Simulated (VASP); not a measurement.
Input of a VASP 6.6.1 run:

Contents of INCAR:

```
PREC     = Accurate       # precision mode
ENCUT    = 520            # plane-wave cutoff, eV
EDIFF    = 1E-6           # SCF threshold, eV
ISMEAR   = -1             # smearing method
SIGMA    = 0.1            # smearing width, eV
LREAL    = False          # projectors in reciprocal space
LASPH    = True           # aspherical terms in the spheres
NELM     = 80             # most SCF steps
ALGO     = Normal         # electronic algorithm
ISIF     = 2              # what is computed and relaxed
LWAVE    = False          # write WAVECAR
LCHARG   = False          # write CHGCAR
GGA      = CA             # functional
NBANDS   = 18             # bands
```

File KPOINTS:

```
Automatic mesh
0
Gamma
  8 8 8
```

The input POSCAR:

```
HfZn
1.0
    3.1847093018      0.0000000000      0.0000000000
    0.0000000000      3.1847093018      0.0000000000
    0.0000000000      0.0000000000      3.1847093018
Hf Zn
1 1
Direct
    0.5000000000      0.5000000000      0.5000000000
    0.0000000000      0.0000000000      0.0000000000
```

Potentials or basis: VASP PAW LDA potentials, release 64 (Hf_pv, Zn).

Command:

```bash
$ cat potpaw_LDA.64/Hf_pv/POTCAR potpaw_LDA.64/Zn/POTCAR > POTCAR
$ mpirun -np 1 vasp_std > vasp.out
```

Q: What does it give for the pressure?

A: 5.3 GPa.

Q: Estimate the band gap on the k mesh.

A: Zero (band 11 reaches 5.08 eV, above the bottom of band 12 at 4.41 eV).

Caveat: spin-orbit coupling is left out, which moves the levels of the heavy elements.
